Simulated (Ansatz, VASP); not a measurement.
**One calculation of CuAs, two programs**

The input INCAR:

```
ALGO     = Normal         # electronic algorithm
EDIFF    = 1E-7           # SCF threshold, eV
ENCUT    = 520            # plane-wave cutoff, eV
GGA      = CA             # functional
ISIF     = 2              # what is computed and relaxed
ISMEAR   = 0              # smearing method
LASPH    = True           # aspherical terms in the spheres
LCHARG   = False          # write CHGCAR
LREAL    = False          # projectors in reciprocal space
LWAVE    = False          # write WAVECAR
NBANDS   = 24             # bands
NELM     = 100            # most SCF steps
PREC     = Accurate       # precision mode
SIGMA    = 0.15           # smearing width, eV
```

The input KPOINTS:

```
k-points
0
Gamma
  15 15 10
```

POSCAR

```
CuAs
1.0
    3.7241943668      0.0000000000      0.0000000000
   -1.8620971834      3.2252469302      0.0000000000
    0.0000000000      0.0000000000      5.4041784456
Cu As
2 2
Direct
    0.0000000000      0.0000000000      0.5000000000
    0.0000000000      0.0000000000      0.0000000000
    0.6666666667      0.3333333333      0.7500000000
    0.3333333333      0.6666666667      0.2500000000
```

Input for Ansatz:

```yaml
crystal:
  lattice:
    - [3.7241943668, 0.0, 0.0]
    - [-1.8620971834, 3.2252469302, 0.0]
    - [0.0, 0.0, 5.4041784456]
  atoms:
    - { symbol: Cu, position: [0.0, 0.0, 0.5] }
    - { symbol: Cu, position: [0.0, 0.0, 0.0] }
    - { symbol: As, position: [0.6666666667, 0.3333333333, 0.75] }
    - { symbol: As, position: [0.3333333333, 0.6666666667, 0.25] }
basis:
  ecutwfc: 520.0
kpoints:
  mp_grid: { grid: [15, 15, 10] }
hamiltonian:
  xc: lda
scf:
  occupations: { method: gaussian, width: 0.15 }
output:
  forces: true
  stress: true
  eigenvalues: true
```

Alike in both runs: task single point; functional LDA; k mesh 15 × 15 × 10; occupations gaussian, width 0.15 eV; no spin polarisation.

|  | VASP | Ansatz |
| --- | --- | --- |
| version | VASP 6.6.1 | Ansatz 0.2.0 |
| potentials or method | VASP PAW LDA potentials, release 64 (Cu, As), cutoff 520 eV | scalar-relativistic, plane waves, PAW |
| valence electrons in the cell | 32 | 68 |

```tsv
	VASP	Ansatz	Ansatz less VASP
gap on the k mesh at the Fermi level (eV)	none	none	-
pressure (GPa)	-7.3	-7.7	-0.37
traceless stress, the component that is largest in VASP (GPa)	-5.89	-5.94	-0.054
```

LDA's correlation is that of Perdew and Zunger in VASP and of Perdew and Wang (1992) in Ansatz. A gap of «none» marks a metal or a gap that the smearing closes. VASP's potentials hold 32 valence electrons a cell and Ansatz's 68, so a difference there can come from the potentials and not from the codes.
